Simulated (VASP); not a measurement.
## Ta2NbO2: single point with PBE

The system is Ta2NbO2.

```
Ta Nb O
1.0
     4.43685    0.00000    0.00000
    -1.01196    4.90335    0.00000
    -0.33624   -0.39117    7.70066
Ta Nb O
4 2 4
Direct
  0.45149 0.05300 0.03903
  0.58212 0.95947 0.55157
  0.01902 0.42134 0.04223
  0.98559 0.62407 0.54843
  0.48306 0.49855 0.77801
  0.40622 0.39579 0.37587
  0.54937 0.02413 0.29028
  0.52622 0.93244 0.80047
  0.00090 0.53807 0.28202
  0.99603 0.55313 0.79209
```

| Quantity | Value |
| --- | --- |
| Program | VASP 6.6.1 |
| Task | single point |
| Functional | PBE |
| Potentials or basis | VASP PAW PBE potentials, release 64 (Ta_sv_GW, Nb_sv, O) |
| Cutoff | 700 eV |
| k mesh | 4 × 4 × 2 |
| Occupations | gaussian, width 0.1 eV |
| Spin | no spin polarisation |

```
Pressure               : -0.8 GPa
Largest force          : 1.981 eV/Å
Band gap on the k mesh : zero (bands 51 and 52 overlap by 0.46 eV)
```

Forces in eV/Å, atoms in the order of the input:
```
Ta  -0.193 -0.063  1.098
Ta   0.184  0.531 -1.503
Ta  -0.147  0.313  0.087
Ta   0.063 -0.042 -1.979
Nb   0.246 -0.180  0.328
Nb   0.152 -0.284 -0.127
O   -0.412  0.240 -0.108
O    0.300  0.314  0.387
O    0.057 -0.071  0.511
O   -0.251 -0.759  1.307
```

Stress tensor (GPa, compression positive):
```
-2.85  1.80  0.36
 1.80 -2.31  0.47
 0.36  0.47  2.76
```

Levels at points of the mesh, in eV from the Fermi level:
| k point | band 47 | band 48 | band 49 | band 50 | band 51 | band 52 | band 53 | band 54 | band 55 | band 56 |
| --- | --- | --- | --- | --- | --- | --- | --- | --- | --- | --- |
| (0.00, 0.00, 0.00) | -1.48 | -1.23 | -0.92 | -0.37 | -0.04 | 0.39 | 0.42 | 0.79 | 1.10 | 1.32 |
| (0.50, 0.00, 0.00) | -1.23 | -1.20 | -1.10 | -0.40 | -0.31 | 0.14 | 0.22 | 0.69 | 0.92 | 0.96 |
| (0.00, 0.50, 0.00) | -1.48 | -0.98 | -0.84 | -0.66 | -0.28 | 0.22 | 0.37 | 0.76 | 0.87 | 1.20 |
| (0.50, 0.50, 0.00) | -0.99 | -0.88 | -0.61 | -0.07 | 0.19 | 0.28 | 0.36 | 0.87 | 0.93 | 1.08 |
| (0.00, 0.00, 0.50) | -1.30 | -1.14 | -0.86 | -0.60 | -0.35 | -0.27 | 0.52 | 0.71 | 1.28 | 1.50 |
| (0.50, 0.00, 0.50) | -1.28 | -1.07 | -0.75 | -0.62 | -0.43 | 0.19 | 0.52 | 0.63 | 0.90 | 1.22 |
| (0.00, 0.50, 0.50) | -1.26 | -1.18 | -0.90 | -0.81 | -0.31 | 0.28 | 0.72 | 1.05 | 1.18 | 1.38 |
| (0.50, 0.50, 0.50) | -0.93 | -0.75 | -0.34 | 0.04 | 0.18 | 0.21 | 0.42 | 0.73 | 0.77 | 1.00 |

It took 12 min on 1 thread of Intel(R) Xeon(R) Platinum 8488C (Sapphire Rapids) (shared host), peak memory 0.52 GiB.

Caveat: the k points lie up to 0.41 Å⁻¹ apart; spin-orbit coupling is left out, which moves the levels of the heavy elements; forces of over 1 eV/Å act on the atoms, so gaps and moduli don't describe the material at rest.
